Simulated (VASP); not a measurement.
Set up this calculation in VASP 6.6.1, as the native input.

```
Task                   : single point
Functional             : PBE
Potentials or basis    : VASP PAW PBE potentials, release 64 (Ba_sv, Ti_sv, O)
Cutoff                 : 520 eV
k mesh                 : 8 × 8 × 8
Occupations            : fermi-dirac, width 0.05 eV
Spin                   : no spin polarisation
Dipole correction      : no
Further INCAR settings : ALGO = Normal; EDIFF = 1e-06; NBANDS = 28
```

The structure of BaTiO3 lies in POSCAR:

```
BaTiO3
1.0
    3.9841000000      0.0000000000      0.0000000000
    0.0000000000      2.8370500000      2.8458000000
    0.0000000000     -2.8370500000      2.8458000000
Ba Ti O
1 1 3
Direct
    0.0000000000      0.0000000000      0.0000000000
    0.5000000000      0.5079000000      0.5079000000
    0.0000000000      0.4921000000      0.4921000000
    0.5000000000      0.5025100000      0.9937100000
    0.5000000000      0.9937100000      0.5025100000
```

The input as run:

INCAR

```
SYSTEM = BaTiO3
ALGO     = Normal         ! electronic algorithm
EDIFF    = 1E-6           ! SCF threshold, eV
ENCUT    = 520            ! plane-wave cutoff, eV
GGA      = PE             ! functional
ISIF     = 2              ! what is computed and relaxed
ISMEAR   = -1             ! smearing method
LASPH    = .TRUE.         ! aspherical terms in the spheres
LCHARG   = .FALSE.        ! write CHGCAR
LREAL    = .FALSE.        ! projectors in reciprocal space
LWAVE    = .FALSE.        ! write WAVECAR
NBANDS   = 28             ! bands
NELM     = 80             ! most SCF steps
PREC     = Accurate       ! precision mode
SIGMA    = 0.05           ! smearing width, eV
```

KPOINTS

```
k-points
0
G
  8 8 8
  0 0 0
```

Potentials or basis: VASP PAW PBE potentials, release 64 (Ba_sv, Ti_sv, O).

Launch:

```sh
$ cat potpaw_PBE.64/Ba_sv/POTCAR potpaw_PBE.64/Ti_sv/POTCAR potpaw_PBE.64/O/POTCAR > POTCAR
$ mpirun -np 1 vasp_std > vasp.out
```

Results of the run:

* Pressure: 3.7 GPa
* Largest force: 0.181 eV/Å
* Band gap on the k mesh: 1.79 eV, indirect (least direct gap 1.97 eV)

Caveat: spin-orbit coupling is left out, which moves the levels of the heavy elements.

Wall time 94 s on 1 thread of AMD EPYC 9R45 96-Core Processor (Zen 5), on a shared host, peak memory 0.28 GiB.
